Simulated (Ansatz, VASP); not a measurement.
# Al3Ru2: VASP beside Ansatz

File INCAR:

```
ALGO = Fast ; EDIFF = 1E-6
ENCUT = 520 ; GGA = PS
ISIF = 2 ; ISMEAR = 0
LASPH = True ; LCHARG = False
LREAL = False ; LWAVE = False
NBANDS = 48 ; NELM = 100
PREC = Accurate ; SIGMA = 0.15
```

Contents of KPOINTS:

```
k-points
0
Gamma
  15 15 4
```

Contents of POSCAR:

```
Al3Ru2
1.0
   -3.0733627987      0.0000000000      0.0000000000
    0.0000000000     -3.0733627987      0.0000000000
    0.0000000000      0.0000000000     18.7516646833
Al Ru
6 4
Direct
    0.5000000000      0.5000000000      0.2662354635
    1.0000000000      1.0000000000      0.6462461165
    0.5000000000      0.5000000000      0.1189864895
    1.0000000000      1.0000000000      0.4989971425
    0.5000000000      0.5000000000      0.4134844376
    1.0000000000      1.0000000000      0.0334737845
    0.0000000000      0.0000000000      0.3465381086
    0.5000000000      0.5000000000      0.7265487617
    0.0000000000      0.0000000000      0.1859328184
    0.5000000000      0.5000000000      0.5659434714
```

Input for Ansatz:

```yaml
crystal:
  lattice:
    - [-3.0733627987, 0.0, 0.0]
    - [0.0, -3.0733627987, 0.0]
    - [0.0, 0.0, 18.7516646833]
  atoms:
    - { symbol: Al, position: [0.5, 0.5, 0.2662354635] }
    - { symbol: Al, position: [1.0, 1.0, 0.6462461165] }
    - { symbol: Al, position: [0.5, 0.5, 0.1189864895] }
    - { symbol: Al, position: [1.0, 1.0, 0.4989971425] }
    - { symbol: Al, position: [0.5, 0.5, 0.4134844376] }
    - { symbol: Al, position: [1.0, 1.0, 0.0334737845] }
    - { symbol: Ru, position: [0.0, 0.0, 0.3465381086] }
    - { symbol: Ru, position: [0.5, 0.5, 0.7265487617] }
    - { symbol: Ru, position: [0.0, 0.0, 0.1859328184] }
    - { symbol: Ru, position: [0.5, 0.5, 0.5659434714] }
basis:
  ecutwfc: 420
kpoints:
  mp_grid: { grid: [15, 15, 4] }
hamiltonian:
  xc: pbesol
scf:
  occupations: { method: gaussian, width: 0.15 }
output:
  forces: true
  stress: true
  eigenvalues: true
```

Alike in both runs: task single point; functional PBEsol; k mesh 15 × 15 × 4; occupations gaussian, width 0.15 eV; no spin polarisation.

|  | VASP | Ansatz |
| --- | --- | --- |
| version | VASP 6.6.1 | Ansatz 0.2.0 |
| potentials or method | VASP PAW PBE potentials, release 64 (Al, Ru_pv), cutoff 520 eV | scalar-relativistic, plane waves, PAW |
| valence electrons in the cell | 74 | 82 |

```tsv
	VASP	Ansatz	Ansatz less VASP
gap on the k mesh at the Fermi level (eV)	none	none	-
pressure (GPa)	-3.7	-3.7	-0.04
traceless stress, the component that is largest in VASP (GPa)	2.21	2.22	+0.005
rms of the force components (eV/Å)	0.278	0.279	+0.0006
```

VASP's potentials were made for PBE, not for PBEsol. Atom by atom the forces differ by 0.004 eV/Å (rms over components). A gap of «none» marks a metal or a gap that the smearing closes. VASP's potentials hold 74 valence electrons a cell and Ansatz's 82, so a difference there can come from the potentials and not from the codes.
